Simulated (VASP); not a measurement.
# MnH4 (P4/mmm) in VASP: further runs, part 2 of 2

VASP 6.6.1. Earlier steps stand in the parts before.

## (4) Relaxation of cell and atoms, PBE, collinear spin, ferromagnetic start

INCAR

```
ALGO     = Normal         # electronic algorithm
EDIFF    = 1E-6           # SCF threshold, eV
EDIFFG   = -0.04          # ionic threshold
ENCUT    = 600            # plane-wave cutoff, eV
GGA      = PE             # functional
IBRION   = 2              # ionic algorithm
ISIF     = 3              # what is computed and relaxed
ISMEAR   = 0              # smearing method
ISPIN    = 2              # spin polarisation
LASPH    = True           # aspherical terms in the spheres
LCHARG   = False          # write CHGCAR
LMAXMIX  = 4              # l up to which the mixer works
LORBIT   = 11             # projections on sites
LREAL    = False          # projectors in reciprocal space
LWAVE    = False          # write WAVECAR
MAGMOM   = 4 0 0 0 0      # initial moments
NELM     = 150            # most SCF steps
NSW      = 90             # ionic steps
PREC     = Accurate       # precision mode
SIGMA    = 0.1            # smearing width, eV
```

KPOINTS

```
k-points
0
Gamma
  6 6 6
```

POSCAR

```
MnH4
1.0
    3.6867667300      0.0000000000      0.0000000000
    0.0000000000      3.6867667300      0.0000000000
    0.0000000000      0.0000000000      3.4710240000
Mn H
1 4
Direct
    0.5000000000      0.5000000000      0.0000000000
    0.1688601600      0.5000000000      0.0000000000
    0.8311398400      0.5000000000      0.0000000000
    0.5000000000      0.1688601600      0.0000000000
    0.5000000000      0.8311398400      0.0000000000
```

Potentials or basis: VASP PAW PBE potentials, release 64 (Mn_pv, H).

Command:

```sh
$ cat potpaw_PBE.64/Mn_pv/POTCAR potpaw_PBE.64/H/POTCAR > POTCAR
$ mpirun -np 1 vasp_std > vasp.out
```

OUTCAR:

```text
EDIFF = 1E-6
   EDIFFG = -0.04
   ENCUT = 600
   GGA = PE
   IBRION = 2
   ISIF = 3
   ISMEAR = 0
   ISPIN = 2
   LASPH = True
   LORBIT = 11
   LREAL = False
   NELM = 150
   NSW = 90
   PREC = Accurate

 ion  position               nearest neighbor table
   1  0.500  0.500  0.000-   2 1.22   3 1.22   4 1.22   5 1.22
   2  0.169  0.500  0.000-   1 1.22
   3  0.831  0.500  0.000-   1 1.22
   4  0.500  0.169  0.000-   1 1.22
   5  0.500  0.831  0.000-   1 1.22

  LATTYP: Found a simple tetragonal cell.
 ALAT       =     3.6867667300
 C/A-ratio  =     0.9414818604

  Lattice vectors:

 A1 = (   3.6867667300,   0.0000000000,   0.0000000000)
 A2 = (   0.0000000000,   3.6867667300,   0.0000000000)
 A3 = (   0.0000000000,   0.0000000000,   3.4710240000)

Analysis of symmetry for initial positions (statically):
[... 1236 lines left out ...]

 val. band max:        0.6070853939   @ k =   0.1667   0.1667   0.0000
 cond. band min:       0.6179195607   @ k =   0.1667   0.0000   0.0000
 fundamental gap:      0.0108341669
 Fermi energy:         0.6121046689

 spin component 1

 k-point     1 :       0.0000    0.0000    0.0000
  band No.  band energies     occupation
      1     -45.3942      1.00000
      2     -45.3942      1.00000
      3     -45.2128      1.00000
      4      -8.4615      1.00000
      5      -6.9344      1.00000
      6      -0.6512      1.00000
      7       1.4218      0.00000
      8       1.4218      0.00000
      9       1.7089      0.00000
     10       2.4175      0.00000
     11       2.8266      0.00000
     12       2.8266      0.00000
[... 837 lines left out ...]
  FREE ENERGIE OF THE ION-ELECTRON SYSTEM (eV)
  ---------------------------------------------------
  free  energy   TOTEN  =       -19.4229443228 eV

  energy  without entropy=      -19.4163435900  energy(sigma->0) =      -19.41964396

 reached required accuracy - stopping structural energy minimisation

 total charge

# of ion       s       p       d       tot
------------------------------------------
    1        0.357   6.124   5.053  11.534
    2        0.550   0.021   0.000   0.572
    3        0.550   0.021   0.000   0.572
    4        0.550   0.021   0.000   0.572
    5        0.550   0.021   0.000   0.572
--------------------------------------------------
tot          2.558   6.210   5.053  13.821

 magnetization (x)

# of ion       s       p       d       tot
------------------------------------------
    1       -0.032  -0.050  -3.522  -3.605
    2       -0.003  -0.002   0.000  -0.005
    3       -0.003  -0.002   0.000  -0.005
    4       -0.003  -0.002   0.000  -0.005
    5       -0.003  -0.002   0.000  -0.005
--------------------------------------------------
tot         -0.042  -0.060  -3.522  -3.624
```

OSZICAR:

```text
N       E                     dE             d eps       ncg     rms          rms(c)
DAV:   1     0.125943358083E+03    0.12594E+03   -0.10866E+04  2336   0.130E+03
DAV:   2    -0.710637220386E+01   -0.13305E+03   -0.12614E+03  2360   0.322E+02
[... 389 lines left out ...]
DAV:   2    -0.194247718186E+02    0.25596E-02   -0.41467E-02  2284   0.226E+00    0.550E-01
DAV:   3    -0.194231615933E+02    0.16102E-02   -0.70990E-03  2350   0.892E-01    0.133E-01
DAV:   4    -0.194229887810E+02    0.17281E-03   -0.51397E-04  2504   0.157E-01    0.677E-02
DAV:   5    -0.194229455643E+02    0.43217E-04   -0.13567E-04  2440   0.106E-01    0.188E-02
DAV:   6    -0.194229442569E+02    0.13074E-05   -0.10488E-05  2308   0.267E-02    0.802E-03
DAV:   7    -0.194229443228E+02   -0.65925E-07   -0.17617E-06  2100   0.122E-02
  30 F= -.19422944E+02 E0= -.19419644E+02  d E =-.468699E-03  mag=    -4.0863
```

CONTCAR:

```text
MnH4
   1.00000000000000
     4.6736545341678921    0.0000000000000000    0.0000000000000000
    -0.0000000000000000    4.6736545341678921   -0.0000000000000000
    -0.0000000000000000   -0.0000000000000000    2.7250568270993538
  Mn              H
     1     4
Direct
     0.5000000000000000    0.5000000000000000    0.0000000000000000
     0.0935561688611413    0.5000000000000000    0.0000000000000000
     0.9064438311388587    0.5000000000000000    0.0000000000000000
     0.5000000000000000    0.0935561688611413    0.0000000000000000
     0.5000000000000000    0.9064438311388587    0.0000000000000000

  0.00000000E+00  0.00000000E+00  0.00000000E+00
  0.00000000E+00  0.00000000E+00  0.00000000E+00
  0.00000000E+00  0.00000000E+00  0.00000000E+00
  0.00000000E+00  0.00000000E+00  0.00000000E+00
  0.00000000E+00  0.00000000E+00  0.00000000E+00
```

It took 14 min on 1 thread of Intel Xeon 6975P-C (Granite Rapids), shared host; peak memory 0.23 GiB.

Results:

* Free energy: -19.4229 eV
* Relaxed volume: 11.90 Å³/atom
* Relaxed cell: a = 4.674 Å, b = 4.674 Å, c = 2.725 Å, α = 90.00°, β = 90.00°, γ = 90.00°
* Space group after relaxing (to 0.05 Å): P4/mmm (No. 123)
* Energy gained by relaxing: 1715.5 meV/atom
* Ionic steps: 30
* Pressure after relaxing: -0.3 GPa
* Largest force after relaxing: 0.035 eV/Å
* Net moment: -4.09 μB per cell
* Site moments: Mn -3.60; H -0.01 μB
* Valence electrons inside the program's atomic spheres: Mn 11.53; H 0.57

Forces on the atoms (eV/Å):
```
Mn   0.000  0.000  0.000
H   -0.035  0.000  0.000
H    0.035  0.000  0.000
H    0.000 -0.035  0.000
H    0.000  0.035  0.000
```

The path:
```tsv
step	energy change (eV)	largest force (eV/Å)	pressure (GPa)	volume (Å³)
1	0.0000	11.2135	52.41	47.18
2	62.3151	329.8153	101.24	70.41
3	-4.5214	5.5975	31.00	48.22
4	-4.9816	4.9215	28.04	48.77
5	-7.0229	0.4117	13.72	53.41
6	0.9180	38.2676	32.54	61.64
7	-6.9861	1.6148	13.82	53.69
8	-7.9260	0.5720	5.23	60.96
9	-8.0598	1.0270	1.44	64.81
10	-8.0640	1.0855	0.71	65.75
11	-8.2705	0.7188	-1.51	68.51
12	-8.3659	0.3502	-2.53	71.28
13	-8.3780	0.1937	-2.66	72.36
14	-8.4271	0.2272	-1.53	69.36
15	-8.4369	0.5237	-0.77	67.64
16	-8.4671	0.4573	-0.68	66.16
17	-8.5393	0.2623	-0.12	61.83
18	-8.5472	0.0735	1.08	53.56
19	-8.5603	0.0510	1.55	55.78
20	-8.5650	0.1292	0.66	58.77
21	-8.5671	0.0732	1.09	57.74
22	-8.5670	0.0853	0.88	57.94
23	-8.5715	0.0374	0.33	58.62
24	-8.5722	0.0998	0.07	58.98
25	-8.5743	0.0547	-0.01	59.22
26	-8.5761	0.0315	-0.14	59.68
27	-8.5761	0.0386	-0.17	59.73
28	-8.5769	0.0050	-0.32	59.71
29	-8.5771	0.0464	-0.43	59.69
30	-8.5776	0.0350	-0.31	59.52
```

Final structure:
```cif
data_structure
_symmetry_space_group_name_H-M 'P 1'
_symmetry_Int_Tables_number 1
_cell_length_a 4.6737
_cell_length_b 4.6737
_cell_length_c 2.7251
_cell_angle_alpha 90.000
_cell_angle_beta 90.000
_cell_angle_gamma 90.000
_cell_volume 59.52
loop_
_atom_site_label
_atom_site_type_symbol
_atom_site_fract_x
_atom_site_fract_y
_atom_site_fract_z
_atom_site_occupancy
Mn1 Mn 0.50000 0.50000 0.00000 1
H1 H 0.09356 0.50000 0.00000 1
H2 H 0.90644 0.50000 0.00000 1
H3 H 0.50000 0.09356 0.00000 1
H4 H 0.50000 0.90644 0.00000 1
```

Caveat: the volume moved by over 15 % at a fixed basis, so the end points are rough.

## (5) Single point, PBE, collinear spin, ferromagnetic start

This run uses another cell than the first one, of 12.07 Å³/atom, 1.279 times its volume.

INCAR

```
SYSTEM = MnH4
ALGO = Normal ; EDIFF = 1E-7
ENCUT = 520 ; GGA = PE
ISIF = 2 ; ISMEAR = 0
ISPIN = 2 ; LASPH = .True.
LCHARG = .False. ; LMAXMIX = 4
LORBIT = 11 ; LREAL = .False.
LWAVE = .False. ; MAGMOM = 3.36 0 0 0 0
NBANDS = 20 ; NELM = 150
PREC = Accurate ; SIGMA = 0.1
```

KPOINTS

```
k-points
0
Gamma
  8 8 14
  0 0 0
```

POSCAR

```
MnH4
1.0
    4.7244370772      0.0000000000      0.0000000000
    0.0000000000      4.7244370772      0.0000000000
    0.0000000000      0.0000000000      2.7041350164
Mn H
1 4
Direct
    0.5000000000      0.5000000000      0.0000000000
    0.0918769283      0.5000000000      0.0000000000
    0.9081230717      0.5000000000      0.0000000000
    0.5000000000      0.0918769283      0.0000000000
    0.5000000000      0.9081230717      0.0000000000
```

Command:

```sh
$ cat potpaw_PBE.64/Mn_pv/POTCAR potpaw_PBE.64/H/POTCAR > POTCAR
$ mpirun -np 1 vasp_std > vasp.out
```

It took 2 min on 1 thread of Intel Xeon 6975P-C (Granite Rapids), shared host; peak memory 0.33 GiB.

It converged, with:

* Free energy: -19.4565 eV
* Pressure: -0.1 GPa
* Net moment: 4.05 μB per cell
* Site moments: Mn +3.61; H +0.00 μB
* Valence electrons inside the program's atomic spheres: Mn 11.52; H 0.57

Levels at points of the mesh, in eV from the Fermi level:
Spin up:
```
           k point  band 7  band 8  band 9  band 10  band 11  band 12  band 13  band 14
(0.00, 0.00, 0.00)   -2.52   -1.68   -1.68    -0.83     0.12     0.12     2.38     6.20
(0.50, 0.00, 0.00)   -2.88   -2.60   -1.69    -1.68     0.41     0.45     3.55     6.36
(0.50, 0.50, 0.00)   -2.93   -2.82   -2.74    -1.69    -1.69     2.85     6.56     6.56
(0.00, 0.00, 0.50)   -3.01   -2.26   -0.61    -0.37     0.32     3.19     3.19     7.35
(0.50, 0.00, 0.50)   -3.01   -2.40   -2.29    -0.44     0.99     3.40     4.02     5.10
(0.50, 0.50, 0.50)   -3.13   -2.47   -2.34    -2.23     1.72     2.18     5.71     5.71
```
Spin down:
```csv
k point,band 2,band 3,band 4,band 5,band 6,band 7,band 8,band 9,band 10,band 11
"(0.00, 0.00, 0.00)",-45.95,-45.78,-8.99,-7.51,-1.31,0.80,0.80,1.13,1.78,2.29
"(0.50, 0.00, 0.00)",-45.95,-45.78,-8.34,-7.90,-2.05,-0.66,0.89,1.15,2.27,2.29
"(0.50, 0.50, 0.00)",-45.95,-45.78,-7.84,-7.84,-3.15,-0.66,-0.63,0.25,2.27,2.27
"(0.00, 0.00, 0.50)",-45.93,-45.93,-7.33,-6.38,0.42,0.42,1.14,1.55,1.97,2.41
"(0.50, 0.00, 0.50)",-45.93,-45.93,-6.88,-6.48,-0.24,0.03,0.44,1.46,1.95,2.27
"(0.50, 0.50, 0.50)",-45.93,-45.93,-6.45,-6.45,-0.44,-0.11,0.09,0.09,1.31,2.89
```

## (6) Overview

```csv
task,cell,k mesh,cutoff (eV),gap on the mesh (eV),pressure (GPa),moment (μB),largest force (eV/Å)
single point,"a = 3.687, b = 3.687, c = 3.471 Å, 5 atoms",6 × 6 × 6,520,none,52.3,3.02,11.22
single point,"a = 4.721, b = 4.721, c = 2.704 Å, 5 atoms",6 × 6 × 6,520,none,-0.1,4.09,0.03
relaxation of cell and atoms,"relaxed from a = 3.687, b = 3.687, c = 3.471 Å, 5 atoms",6 × 6 × 6,600,none,-0.3,4.09,0.03
single point,"a = 4.724, b = 4.724, c = 2.704 Å, 5 atoms",8 × 8 × 14,520,none,-0.1,4.05,-
```

Alike in all rows: level PBE; potentials or basis VASP PAW PBE potentials, release 64 (Mn_pv, H); spin collinear, ferromagnetic start; smearing gaussian 0.1 eV.

Caveats: some runs use coarse meshes; forces of over 1 eV/Å act on the atoms, so gaps and moduli don't describe the material at rest (some runs); the volume moved by over 15 % at a fixed basis, so the end points are rough (some runs).

Absolute energies hang on the potentials; compare differences alone.
